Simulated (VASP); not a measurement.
# Mg2CdSe3 (I4/mmm) in VASP: single point with PBE

Aim: the single point of Mg2CdSe3 with PBE.

Program: VASP 6.6.1. These are calculated values, not measurements. Logs are shortened: lines on timing, memory, paths and dates and some standing lists are left out, and cuts for length are marked.

### 1 The cell of the first run

Symmetry: I4/mmm, No. 139, tetragonal system. The conventional cell has a = 3.955 Å, b = 3.955 Å, c = 16.805 Å, α = 90.00°, β = 90.00°, γ = 90.00°. Within 3.6 Å of Mg (site symmetry 4mm) lie 6 Se at 2.75 to 2.80 Å. Cd (site symmetry 4/mmm) has 6 Se at 2.80 to 2.85 Å within 3.7 Å. Se (site symmetry 4mm) has 5 Mg at 2.75 to 2.80 Å and 1 Cd at 2.85 Å within 3.6 Å. Within 3.7 Å of Se (site symmetry 4/mmm) lie 4 Cd at 2.80 Å and 2 Mg at 2.80 Å.

### 2 Single point, PBE

File INCAR:

```
SYSTEM = Mg2CdSe3
PREC = Accurate ; ENCUT = 520
EDIFF = 1E-7 ; ISMEAR = 0
SIGMA = 0.02 ; LREAL = .False.
LASPH = .True. ; NELM = 80
ALGO = Normal ; ISIF = 2
LWAVE = .False. ; LCHARG = .False.
GGA = PE ; NBANDS = 26
```

File KPOINTS:

```
Automatic mesh
0
Gamma
  10 10 10
  0 0 0
```

File POSCAR:

```
Mg2CdSe3
1.0
   -1.9776514537      1.9776514537      8.4024610412
    1.9776514537     -1.9776514537      8.4024610412
    1.9776514537      1.9776514537     -8.4024610412
Mg Cd Se
2 1 3
Direct
    0.6668925824      0.6668925824      0.0000000000
    0.3331074176      0.3331074176      0.0000000000
    0.0000000000      0.0000000000      0.0000000000
    0.8304313786      0.8304313786      0.0000000000
    0.5000000000      0.5000000000      0.0000000000
    0.1695686214      0.1695686214      0.0000000000
```

Potentials or basis: VASP PAW PBE potentials, release 64 (Mg, Cd, Se).

The run is started by

```console
$ cat potpaw_PBE.64/Mg/POTCAR potpaw_PBE.64/Cd/POTCAR potpaw_PBE.64/Se/POTCAR > POTCAR
$ mpirun -np 1 vasp_std > vasp.out
```

OUTCAR:

```text
SYSTEM = Mg2CdSe3
   PREC = Accurate
   ENCUT = 520
   EDIFF = 1E-7
   ISMEAR = 0
   LREAL = .False.
   LASPH = .True.
   NELM = 80
   ISIF = 2
   GGA = PE

 ion  position               nearest neighbor table
   1  0.667  0.667  0.000-   4 2.75   6 2.80   6 2.80   6 2.80   6 2.80   5 2.80
   2  0.333  0.333  0.000-   6 2.75   4 2.80   4 2.80   4 2.80   4 2.80   5 2.80
   3  0.000  0.000  0.000-   5 2.80   5 2.80   5 2.80   5 2.80   6 2.85   4 2.85
   4  0.830  0.830  0.000-   1 2.75   2 2.80   2 2.80   2 2.80   2 2.80   3 2.85
   5  0.500  0.500  0.000-   3 2.80   3 2.80   3 2.80   3 2.80   2 2.80   1 2.80
   6  0.170  0.170  0.000-   2 2.75   1 2.80   1 2.80   1 2.80   1 2.80   3 2.85

  LATTYP: Found a body centered tetragonal cell.
 ALAT       =     3.9553029074
 C/A-ratio  =     4.2487067301

  Lattice vectors:

 A1 = (  -1.9776514537,   1.9776514537,   8.4024610412)
 A2 = (   1.9776514537,  -1.9776514537,   8.4024610412)
 A3 = (   1.9776514537,   1.9776514537,  -8.4024610412)

Analysis of symmetry for initial positions (statically):
=====================================================================
 Subroutine PRICEL returns:
 Original cell was already a primitive cell.

 Routine SETGRP: Setting up the symmetry group for a
 body centered tetragonal supercell.

 Subroutine GETGRP returns: Found 16 space group operations
 (whereof 16 operations were pure point group operations)
 out of a pool of 16 trial point group operations.

The static configuration has the point symmetry D_4h.

Analysis of symmetry for dynamics (positions and initial velocities):
=====================================================================
 Subroutine PRICEL returns:
 Original cell was already a primitive cell.

 Routine SETGRP: Setting up the symmetry group for a
 body centered tetragonal supercell.

 Subroutine GETGRP returns: Found 16 space group operations
 (whereof 16 operations were pure point group operations)
 out of a pool of 16 trial point group operations.

The dynamic configuration has the point symmetry D_4h.

 Subroutine INISYM returns: Found 16 space group operations
 (whereof 16 operations are pure point group operations),
 and found     1 'primitive' translations

----------------------------------------------------------------------------------------

                                     Primitive cell

  volume of cell :     131.4516

  direct lattice vectors                    reciprocal lattice vectors
    -1.977651454  1.977651454  8.402461041     0.000000000  0.252825137  0.059506375
     1.977651454 -1.977651454  8.402461041     0.252825137  0.000000000  0.059506375
     1.977651454  1.977651454 -8.402461041     0.252825137  0.252825137  0.000000000

  length of vectors
     8.855707882  8.855707882  8.855707882     0.259733630  0.259733630  0.357548738

  position of ions in fractional coordinates (direct lattice)
     0.666892582  0.666892582  0.000000000
     0.333107418  0.333107418  0.000000000
     0.000000000  0.000000000  0.000000000
     0.830431379  0.830431379  0.000000000
     0.500000000  0.500000000  0.000000000
     0.169568621  0.169568621  0.000000000

  ion indices of the primitive-cell ions
   primitive index   ion index
                 1           1
                 2           2
                 3           3
                 4           4
                 5           5
                 6           6

----------------------------------------------------------------------------------------

 KPOINTS: Automatic mesh

Automatic generation of k-mesh.
 Grid dimensions read from file:
 generate k-points for:   10   10   10

 Generating k-lattice:

  Cartesian coordinates                     Fractional coordinates (reciprocal lattice)
     0.000000000  0.025282514  0.005950638     0.100000000  0.000000000 -0.000000000
     0.025282514  0.000000000  0.005950638     0.000000000  0.100000000 -0.000000000
     0.025282514  0.025282514  0.000000000     0.000000000  0.000000000  0.100000000

  Length of vectors
     0.025973363  0.025973363  0.035754874

  Shift w.r.t. Gamma in fractional coordinates (k-lattice)
     0.000000000  0.000000000  0.000000000

 Subroutine IBZKPT returns following result:
 ===========================================

 Found    102 irreducible k-points:

 Following reciprocal coordinates:
            Coordinates               Weight
  0.000000  0.000000  0.000000      1.000000
  0.100000 -0.000000  0.000000      8.000000
  0.200000 -0.000000  0.000000      8.000000
  0.300000  0.000000  0.000000      8.000000
  0.400000 -0.000000  0.000000      8.000000
  0.500000 -0.000000  0.000000      4.000000
[... 16 lines left out ...]
  0.300000  0.300000  0.000000      8.000000
  0.400000  0.300000  0.000000     16.000000
 [... further k-points ...]
   k-points           NKPTS =    102   k-points in BZ     NKDIM =    102   number of bands    NBANDS=     26
   number of dos      NEDOS =    301   number of ions     NIONS =      6
   total plane-waves  NPLWV = 343000
   dimension x,y,z NGX =    70 NGY =   70 NGZ =   70
   dimension x,y,z NGXF=   140 NGYF=  140 NGZF=  140
   ions per type =               2   1   3
   NGX,Y,Z   is equivalent  to a cutoff of  13.14, 13.14, 13.14 a.u.
   NGXF,Y,Z  is equivalent  to a cutoff of  26.28, 26.28, 26.28 a.u.
 SYSTEM =  Mg2CdSe3
   PREC   = accura    normal or accurate (medium, high low for compatibility)
   ISTART =      0    job   : 0-new  1-cont  2-samecut
   ICHARG =      2    charge: 1-file 2-atom 10-const
   ISPIN  =      1    spin polarized calculation?
   LNONCOLLINEAR =      F non collinear calculations
   LSORBIT =      F    spin-orbit coupling
   LASPH  =      T    aspherical Exc in radial PAW
   ENCUT  =  520.0 eV  38.22 Ry    6.18 a.u.  16.47 16.47 16.47*2*pi/ulx,y,z
   NELM   =     80;   NELMIN=  2; NELMDL= -5     # of ELM steps
   EDIFF  = 0.1E-06   stopping-criterion for ELM
   LREAL  =      F    real-space projection
   EDIFFG = 0.1E-05   stopping-criterion for IOM
   NSW    =      0    number of steps for IOM
   IBRION =     -1    ionic relax: 0-MD 1-quasi-New 2-CG
   NFREE  =      0    steps in history (QN), initial steepest desc. (CG)
   ISIF   =      2    stress and relaxation
   ISYM   =      2    0-nonsym 1-usesym 2-fastsym
   POTIM  = 0.5000    time-step for ionic-motion
   TEBEG  =    0.0;   TEEND  =   0.0 temperature during run
   PSTRESS=    0.0 pullay stress
   NELECT =      34.0000    total number of electrons
   NUPDOWN=      -1.0000    fix difference up-down
   EMIN   =  10.00;   EMAX   =-10.00  energy-range for DOS
   EFERMI =   0.00;   METHOD = LEGACY
   ISMEAR =     0;   SIGMA  =   0.02  broadening in eV -4-tet -1-fermi 0-gaus
   EFERMI_NEDOS =   21; number of points for ismear=-14 and -15
   IALGO  =     38    algorithm
   IMIX   =      4    mixing-type and parameters
     AMIX     =   0.40;   BMIX     =  1.00
     AMIX_MAG =   1.60;   BMIX_MAG =  1.00
  volume/ion in A,a.u.               =      21.91       147.85
  Fermi-wavevector in a.u.,A,eV,Ry     =   1.043068  1.971112 14.803004  1.087990
  Thomas-Fermi vector in A             =   2.177761
   LORBIT       =      0    0 simple, 1 ext, 2 COOP (PROOUT), +10 PAW based schemes
   GGA     = PE    functional components
   LHFCALC =     F    Hartree Fock is set to
   AEXX    =    0.0000 exact exchange contribution
   IVDW    =     0    specifies the selected vdW correction
   LEPSILON=     F    determine dielectric tensor
   LRPA    =     F    only Hartree local field effects (RPA)
 non-spin polarized calculation
 Gauss-broadening in eV      SIGMA  =   0.02
  energy-cutoff  :      520.00
  volume of cell :      131.45
 maximum number of plane-waves:      3611
 NGX is ok and might be reduce to    70
   NGX = 33   NGY = 33   NGZ = 33

 number of electron      33.9999998 magnetization

 Free energy of the ion-electron system (eV)
  ---------------------------------------------------
  ext. energy  EPLUGINS =         0.00000000
  ---------------------------------------------------
  free energy    TOTEN  =       -20.08218912 eV

  energy without entropy =      -20.08218912  energy(sigma->0) =      -20.08218912

 E-fermi :   2.9714     XC(G=0):  -9.5797

 val. band max:        2.8755648603   @ k =   0.5000  -0.0000   0.0000
 cond. band min:       3.4680600684   @ k =   0.5000   0.5000   0.0000
 fundamental gap:      0.5924952081
 Fermi energy:         2.9714032157

 k-point     1 :       0.0000    0.0000    0.0000
  band No.  band energies     occupation
      1     -10.1172      2.00000
      2      -9.4368      2.00000
      3      -9.0674      2.00000
      4      -5.1678      2.00000
      5      -5.0700      2.00000
      6      -4.9847      2.00000
[... 18 lines left out ...]
     25      10.7586      0.00000
     26      10.7849      0.00000

 k-point     2 :       0.1000   -0.0000    0.0000
  band No.  band energies     occupation
      1     -10.0612      2.00000
      2      -9.4112      2.00000
      3      -9.0436      2.00000
      4      -5.1597      2.00000
      5      -5.0985      2.00000
      6      -4.9933      2.00000
[... 18 lines left out ...]
     25      10.5759      0.00000
     26      10.7792      0.00000

 k-point     3 :       0.2000   -0.0000    0.0000
  band No.  band energies     occupation
      1      -9.9020      2.00000
      2      -9.3405      2.00000
      3      -8.9885      2.00000
      4      -5.1704      2.00000
      5      -5.1514      2.00000
      6      -5.0319      2.00000
[... 18 lines left out ...]
     25      10.2436      0.00000
     26      10.3014      0.00000

 k-point     4 :       0.3000    0.0000    0.0000
  band No.  band energies     occupation
      1      -9.6668      2.00000
      2      -9.2447      2.00000
      3      -8.9463      2.00000
      4      -5.2549      2.00000
      5      -5.1888      2.00000
      6      -5.0802      2.00000
[... 18 lines left out ...]
     25       9.6082      0.00000
     26       9.6967      0.00000
[... 496 lines left out ...]
      1      -9.7382      2.00000
      2      -9.2291      2.00000
      3      -8.9308      2.00000
      4      -5.2601      2.00000
      5      -5.0916      2.00000
      6      -5.0346      2.00000
[... 18 lines left out ...]
     25       9.3320      0.00000
     26       9.6970      0.00000

 k-point    23 :       0.3000    0.3000    0.0000
  band No.  band energies     occupation
      1      -9.3996      2.00000
      2      -9.0988      2.00000
      3      -8.8542      2.00000
      4      -5.2041      2.00000
      5      -5.0581      2.00000
      6      -5.0299      2.00000
[... 18 lines left out ...]
     25      10.0331      0.00000
     26      10.1286      0.00000

 k-point    24 :       0.4000    0.3000    0.0000
  band No.  band energies     occupation
      1      -9.3134      2.00000
      2      -8.9743      2.00000
      3      -8.8563      2.00000
      4      -5.1197      2.00000
      5      -5.0744      2.00000
      6      -5.0290      2.00000
[... 18 lines left out ...]
     25      10.0512      0.00000
     26      10.6025      0.00000

 [... further k-points ...]
[... 5 lines left out ...]
  --------------------------------------------------------------------------------------
  -------------------------------------------------------------------------------------
  Total        0.0704425      0.0704425      0.0726950      0.0000000      0.0000000      0.0000000
  in kB        0.8585775      0.8585775      0.8860309      0.0000000      0.0000000      0.0000000
  external PRESSURE =       0.8677286 kB  Pullay stress =       0.0000000 kB

 VOLUME and BASIS-vectors are now :
 -----------------------------------------------------------------------------
  energy-cutoff  :      520.00
  volume of cell :      131.45
      direct lattice vectors                 reciprocal lattice vectors
    -1.977651454  1.977651454  8.402461041     0.000000000  0.252825137  0.059506375
     1.977651454 -1.977651454  8.402461041     0.252825137  0.000000000  0.059506375
     1.977651454  1.977651454 -8.402461041     0.252825137  0.252825137  0.000000000

 POSITION                                       TOTAL-FORCE (eV/Angst)
 -----------------------------------------------------------------------------------
      0.00000      0.00000     11.20708         0.000000      0.000000      0.004175
      0.00000      0.00000      5.59784        -0.000000     -0.000000     -0.004175
      0.00000      0.00000      0.00000         0.000000      0.000000      0.000000
      0.00000      0.00000     13.95533         0.000000      0.000000     -0.023733
      0.00000      0.00000      8.40246         0.000000      0.000000      0.000000
      0.00000      0.00000      2.84959        -0.000000     -0.000000      0.023733
 -----------------------------------------------------------------------------------
    total drift:                                0.000000      0.000000      0.000000

  FREE ENERGIE OF THE ION-ELECTRON SYSTEM (eV)
  ---------------------------------------------------
  free  energy   TOTEN  =       -20.0821891221 eV

  energy  without entropy=      -20.0821891221  energy(sigma->0) =      -20.08218912
```

Run time: 29 min. Hardware: 1 thread of Intel Xeon Platinum 8488C (Sapphire Rapids), shared host; peak memory 0.91 GiB.

What came out:

```
Free energy            : -20.0822 eV
Pressure               : 0.1 GPa
Largest force          : 0.024 eV/Å
Band gap on the k mesh : 0.59 eV, indirect (least direct gap 1.24 eV)
```

Forces in eV/Å, atoms in the order of the input:
```
Mg   0.000  0.000  0.004
Mg   0.000  0.000 -0.004
Cd   0.000  0.000  0.000
Se   0.000  0.000 -0.024
Se   0.000  0.000  0.000
Se   0.000  0.000  0.024
```

A k mesh can miss the band edges.
